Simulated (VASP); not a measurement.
# CoSi (P1) in VASP: single point with PBE

Aim: the single point of CoSi with PBE.

All numbers are computed with VASP 6.6.1; they aren't measurements. Logs are shortened: lines on timing, memory, paths and dates and some standing lists are left out, and cuts for length are marked.

### Step 1. The cell of the first run

The typed cell holds 8 atoms: a = 4.431 Å, b = 4.431 Å, c = 4.431 Å, α = 90.00°, β = 90.00°, γ = 90.00°.

### Step 2. Single point, PBE (atom 2 moved 0.45 Å)

INCAR reads:

```
SYSTEM = CoSi
PREC = Accurate
ENCUT = 520
EDIFF = 1E-6
ISMEAR = 0
SIGMA = 0.15
LREAL = .FALSE.
LASPH = .TRUE.
NELM = 100
ALGO = Normal
ISIF = 2
LWAVE = .FALSE.
LCHARG = .FALSE.
GGA = PE
NBANDS = 36
```

KPOINTS reads:

```
Automatic mesh
0
G
  8 8 8
  0 0 0
```

POSCAR reads:

```
CoSi
1.0
    4.4308490736      0.0000000000      0.0000000000
    0.0000000000      4.4308490736      0.0000000000
    0.0000000000      0.0000000000      4.4308490736
Co Si
4 4
Direct
    0.1331852205      0.1418899144      0.1483861473
    0.4378169278      0.8768840704      0.6214482643
    0.6331852205      0.3518520906      0.8583483235
    0.8431473967      0.6418899144      0.3583483235
    0.8313260190      0.8400307129      0.8465269458
    0.6450065982      0.1537112921      0.3465269458
    0.3313260190      0.6537112921      0.1602075250
    0.1450065982      0.3400307129      0.6602075250
```

Potentials or basis: VASP PAW PBE potentials, release 64 (Co, Si).

Launch:

```sh
$ cat potpaw_PBE.64/Co/POTCAR potpaw_PBE.64/Si/POTCAR > POTCAR
$ mpirun -np 1 vasp_std > vasp.out
```

OUTCAR:

```text
SYSTEM = CoSi
   PREC = Accurate
   ENCUT = 520
   EDIFF = 1E-6
   ISMEAR = 0
   LREAL = .FALSE.
   LASPH = .TRUE.
   NELM = 100
   ISIF = 2
   GGA = PE

 ion  position               nearest neighbor table
   1  0.133  0.142  0.148-   5 2.32   7 2.34   6 2.34   8 2.34   6 2.43   8 2.43   7 2.43   3 2.72
                             3 2.72   4 2.72   4 2.72   2 2.76   2 2.94
   2  0.438  0.877  0.621-   6 1.96   5 2.02   7 2.32   4 2.38   8 2.43   3 2.51   7 2.63   3 2.69
                             8 2.71   1 2.76   5 2.87   1 2.94   4 3.06
   3  0.633  0.352  0.858-   7 2.32   6 2.34   5 2.34   8 2.34   5 2.43   8 2.43   6 2.43   2 2.51
                             2 2.69   4 2.72   4 2.72   1 2.72   1 2.72
   4  0.843  0.642  0.358-   8 2.32   6 2.34   5 2.34   7 2.34   2 2.38   7 2.43   6 2.43   5 2.43
                             3 2.72   3 2.72   1 2.72   1 2.72   2 3.06
   5  0.831  0.840  0.847-   2 2.02   1 2.32   4 2.34   3 2.34   3 2.43   4 2.43   6 2.74   7 2.74
                             8 2.74   6 2.74   8 2.74   7 2.74   2 2.87
   6  0.645  0.154  0.347-   2 1.96   3 2.34   4 2.34   1 2.34   1 2.43   3 2.43   4 2.43   8 2.74
                             5 2.74   5 2.74   7 2.74   7 2.74   8 2.74
   7  0.331  0.654  0.160-   3 2.32   2 2.32   1 2.34   4 2.34   4 2.43   1 2.43   2 2.63   8 2.74
                             5 2.74   8 2.74   6 2.74   6 2.74   5 2.74
   8  0.145  0.340  0.660-   4 2.32   3 2.34   1 2.34   1 2.43   3 2.43   2 2.43   2 2.71   7 2.74
                             5 2.74   7 2.74   5 2.74   6 2.74   6 2.74

  LATTYP: Found a simple cubic cell.
 ALAT       =     4.4308490736

  Lattice vectors:

 A1 = (   4.4308490736,   0.0000000000,   0.0000000000)
 A2 = (   0.0000000000,   4.4308490736,   0.0000000000)
 A3 = (   0.0000000000,   0.0000000000,   4.4308490736)

Analysis of symmetry for initial positions (statically):
=====================================================================
 Subroutine PRICEL returns:
 Original cell was already a primitive cell.

 Routine SETGRP: Setting up the symmetry group for a
 simple cubic supercell.

 Subroutine GETGRP returns: Found  1 space group operations
 (whereof  1 operations were pure point group operations)
 out of a pool of 48 trial point group operations.

The static configuration has the point symmetry C_1 .

Analysis of symmetry for dynamics (positions and initial velocities):
=====================================================================
 Subroutine PRICEL returns:
 Original cell was already a primitive cell.

 Routine SETGRP: Setting up the symmetry group for a
 simple cubic supercell.

 Subroutine GETGRP returns: Found  1 space group operations
 (whereof  1 operations were pure point group operations)
 out of a pool of 48 trial point group operations.

The dynamic configuration has the point symmetry C_1 .

 Subroutine INISYM returns: Found  1 space group operations
 (whereof  1 operations are pure point group operations),
 and found     1 'primitive' translations

----------------------------------------------------------------------------------------

                                     Primitive cell

  volume of cell :      86.9883

  direct lattice vectors                    reciprocal lattice vectors
     4.430849074  0.000000000  0.000000000     0.225690377  0.000000000  0.000000000
     0.000000000  4.430849074  0.000000000     0.000000000  0.225690377  0.000000000
     0.000000000  0.000000000  4.430849074     0.000000000  0.000000000  0.225690377

  length of vectors
     4.430849074  4.430849074  4.430849074     0.225690377  0.225690377  0.225690377

  position of ions in fractional coordinates (direct lattice)
     0.133185221  0.141889914  0.148386147
     0.437816928  0.876884070  0.621448264
     0.633185221  0.351852091  0.858348324
     0.843147397  0.641889914  0.358348324
     0.831326019  0.840030713  0.846526946
     0.645006598  0.153711292  0.346526946
     0.331326019  0.653711292  0.160207525
     0.145006598  0.340030713  0.660207525

  ion indices of the primitive-cell ions
   primitive index   ion index
                 1           1
                 2           2
                 3           3
                 4           4
                 5           5
                 6           6
                 7           7
                 8           8

----------------------------------------------------------------------------------------

 KPOINTS: Automatic mesh

Automatic generation of k-mesh.
 Grid dimensions read from file:
 generate k-points for:    8    8    8

 Generating k-lattice:

  Cartesian coordinates                     Fractional coordinates (reciprocal lattice)
     0.028211297  0.000000000  0.000000000     0.125000000  0.000000000  0.000000000
     0.000000000  0.028211297  0.000000000     0.000000000  0.125000000  0.000000000
     0.000000000  0.000000000  0.028211297     0.000000000  0.000000000  0.125000000

  Length of vectors
     0.028211297  0.028211297  0.028211297

  Shift w.r.t. Gamma in fractional coordinates (k-lattice)
     0.000000000  0.000000000  0.000000000

 Subroutine IBZKPT returns following result:
 ===========================================

 Found    260 irreducible k-points:

 Following reciprocal coordinates:
            Coordinates               Weight
  0.000000  0.000000  0.000000      1.000000
  0.125000  0.000000  0.000000      2.000000
  0.000000  0.125000  0.000000      2.000000
  0.000000  0.000000  0.125000      2.000000
  0.250000  0.000000  0.000000      2.000000
  0.000000  0.250000  0.000000      2.000000
[... 16 lines left out ...]
 -0.125000  0.250000  0.000000      2.000000
 -0.250000  0.000000  0.125000      2.000000
 [... further k-points ...]
   k-points           NKPTS =    260   k-points in BZ     NKDIM =    260   number of bands    NBANDS=     36
   number of dos      NEDOS =    301   number of ions     NIONS =      8
   total plane-waves  NPLWV =  46656
   dimension x,y,z NGX =    36 NGY =   36 NGZ =   36
   dimension x,y,z NGXF=    72 NGYF=   72 NGZF=   72
   ions per type =               4   4
   NGX,Y,Z   is equivalent  to a cutoff of  13.51, 13.51, 13.51 a.u.
   NGXF,Y,Z  is equivalent  to a cutoff of  27.01, 27.01, 27.01 a.u.
 SYSTEM =  CoSi
   PREC   = accura    normal or accurate (medium, high low for compatibility)
   ISTART =      0    job   : 0-new  1-cont  2-samecut
   ICHARG =      2    charge: 1-file 2-atom 10-const
   ISPIN  =      1    spin polarized calculation?
   LNONCOLLINEAR =      F non collinear calculations
   LSORBIT =      F    spin-orbit coupling
   LASPH  =      T    aspherical Exc in radial PAW
   ENCUT  =  520.0 eV  38.22 Ry    6.18 a.u.   8.24  8.24  8.24*2*pi/ulx,y,z
   NELM   =    100;   NELMIN=  2; NELMDL= -5     # of ELM steps
   EDIFF  = 0.1E-05   stopping-criterion for ELM
   LREAL  =      F    real-space projection
   EDIFFG = 0.1E-04   stopping-criterion for IOM
   NSW    =      0    number of steps for IOM
   IBRION =     -1    ionic relax: 0-MD 1-quasi-New 2-CG
   NFREE  =      0    steps in history (QN), initial steepest desc. (CG)
   ISIF   =      2    stress and relaxation
   ISYM   =      2    0-nonsym 1-usesym 2-fastsym
   POTIM  = 0.5000    time-step for ionic-motion
   TEBEG  =    0.0;   TEEND  =   0.0 temperature during run
   PSTRESS=    0.0 pullay stress
   NELECT =      52.0000    total number of electrons
   NUPDOWN=      -1.0000    fix difference up-down
   EMIN   =  10.00;   EMAX   =-10.00  energy-range for DOS
   EFERMI =   0.00;   METHOD = LEGACY
   ISMEAR =     0;   SIGMA  =   0.15  broadening in eV -4-tet -1-fermi 0-gaus
   EFERMI_NEDOS =   21; number of points for ismear=-14 and -15
   IALGO  =     38    algorithm
   IMIX   =      4    mixing-type and parameters
     AMIX     =   0.40;   BMIX     =  1.00
     AMIX_MAG =   1.60;   BMIX_MAG =  1.00
  volume/ion in A,a.u.               =      10.87        73.38
  Fermi-wavevector in a.u.,A,eV,Ry     =   1.379079  2.606080 25.876342  1.901858
  Thomas-Fermi vector in A             =   2.504081
   LORBIT       =      0    0 simple, 1 ext, 2 COOP (PROOUT), +10 PAW based schemes
   GGA     = PE    functional components
   LHFCALC =     F    Hartree Fock is set to
   AEXX    =    0.0000 exact exchange contribution
   IVDW    =     0    specifies the selected vdW correction
   LEPSILON=     F    determine dielectric tensor
   LRPA    =     F    only Hartree local field effects (RPA)
 non-spin polarized calculation
 Gauss-broadening in eV      SIGMA  =   0.15
  energy-cutoff  :      520.00
  volume of cell :       86.99
 maximum number of plane-waves:      2360
 NGX is ok and might be reduce to    36
   NGX = 17   NGY = 17   NGZ = 17

 number of electron      52.0000002 magnetization

 Free energy of the ion-electron system (eV)
  ---------------------------------------------------
  ext. energy  EPLUGINS =         0.00000000
  ---------------------------------------------------
  free energy    TOTEN  =       -53.26922136 eV

  energy without entropy =      -53.24802746  energy(sigma->0) =      -53.25862441

 E-fermi :  12.1844     XC(G=0): -12.8379

 val. band max:       12.1815274612   @ k =   0.1250   0.1250   0.0000
 cond. band min:      12.1853092680   @ k =   0.5000   0.5000   0.3750
 fundamental gap:      0.0037818069
 Fermi energy:        12.1844418941

 k-point     1 :       0.0000    0.0000    0.0000
  band No.  band energies     occupation
      1      -1.5506      2.00000
      2       3.8768      2.00000
      3       3.9205      2.00000
      4       3.9629      2.00000
      5       6.6157      2.00000
      6       6.6739      2.00000
[... 28 lines left out ...]
     35      15.8554      0.00000
     36      17.1852      0.00000

 k-point     2 :       0.1250    0.0000    0.0000
  band No.  band energies     occupation
      1      -1.4346      2.00000
      2       3.1358      2.00000
      3       3.9828      2.00000
      4       4.4981      2.00000
      5       6.1907      2.00000
      6       6.7465      2.00000
[... 28 lines left out ...]
     35      16.1894      0.00000
     36      17.3569      0.00000
[... 817 lines left out ...]
     35      17.0166      0.00000
     36      17.2940      0.00000

 k-point    24 :      -0.2500    0.0000    0.1250
  band No.  band energies     occupation
      1      -0.9774      2.00000
      2       2.2159      2.00000
      3       3.7631      2.00000
      4       5.0971      2.00000
      5       5.9318      2.00000
      6       6.6758      2.00000
[... 28 lines left out ...]
     35      16.9547      0.00000
     36      17.2590      0.00000

 [... further k-points ...]
[... 5 lines left out ...]
  --------------------------------------------------------------------------------------
  -------------------------------------------------------------------------------------
  Total        6.8577431      4.5255978      4.8181926      1.7414512     -1.7811271     -0.2666286
  in kB      126.3080193     83.3538503     88.7429514     32.0745838    -32.8053452     -4.9108469
  external PRESSURE =      99.4682737 kB  Pullay stress =       0.0000000 kB

 VOLUME and BASIS-vectors are now :
 -----------------------------------------------------------------------------
  energy-cutoff  :      520.00
  volume of cell :       86.99
      direct lattice vectors                 reciprocal lattice vectors
     4.430849074  0.000000000  0.000000000     0.225690377  0.000000000  0.000000000
     0.000000000  4.430849074  0.000000000     0.000000000  0.225690377  0.000000000
     0.000000000  0.000000000  4.430849074     0.000000000  0.000000000  0.225690377

 POSITION                                       TOTAL-FORCE (eV/Angst)
 -----------------------------------------------------------------------------------
      0.59012      0.62869      0.65748         0.181071     -0.169381     -0.390727
      1.93990      3.88534      2.75354        -7.044931     -2.110409      1.833682
      2.80555      1.55900      3.80321         0.141681      0.757347      0.383702
      3.73586      2.84412      1.58779         1.461126     -0.809898     -0.593821
      3.68348      3.72205      3.75083         2.562111     -0.150884      1.441563
      2.85793      0.68107      1.53541         1.967816      2.552150     -2.518566
      1.46806      2.89650      0.70986         0.277719     -0.016770     -0.045538
      0.64250      1.50662      2.92528         0.453408     -0.052155     -0.110295
 -----------------------------------------------------------------------------------
    total drift:                                0.000357      0.000389     -0.000404

  FREE ENERGIE OF THE ION-ELECTRON SYSTEM (eV)
  ---------------------------------------------------
  free  energy   TOTEN  =       -53.2692213580 eV

  energy  without entropy=      -53.2480274571  energy(sigma->0) =      -53.25862441
```

Run time: 15 min. Hardware: 1 thread of AMD EPYC 7R43 (Zen 3), shared host; peak memory 0.63 GiB.

Results:

```yaml
Free_energy: -53.2692 eV
Pressure: 9.9 GPa
Largest_force: 7.579 eV/Å
Band_gap_on_the_k_mesh: zero (bands 26 and 27 overlap by 0.27 eV)
```

Forces in eV/Å, atoms in the order of the input:
```
Co   0.181 -0.169 -0.391
Co  -7.045 -2.110  1.834
Co   0.142  0.757  0.384
Co   1.461 -0.810 -0.594
Si   2.562 -0.151  1.442
Si   1.968  2.552 -2.519
Si   0.278 -0.017 -0.046
Si   0.453 -0.052 -0.110
```

Caveat: the cell differs from its parent crystal (atom 2 moved 0.45 Å); the cell stands under pressure; the run has no spin polarisation, though such a crystal can be magnetic; forces of over 1 eV/Å act on the atoms, so gaps and moduli don't describe the material at rest. Spin polarisation is off, so any magnetic state and its effect on volume and gap are missing.
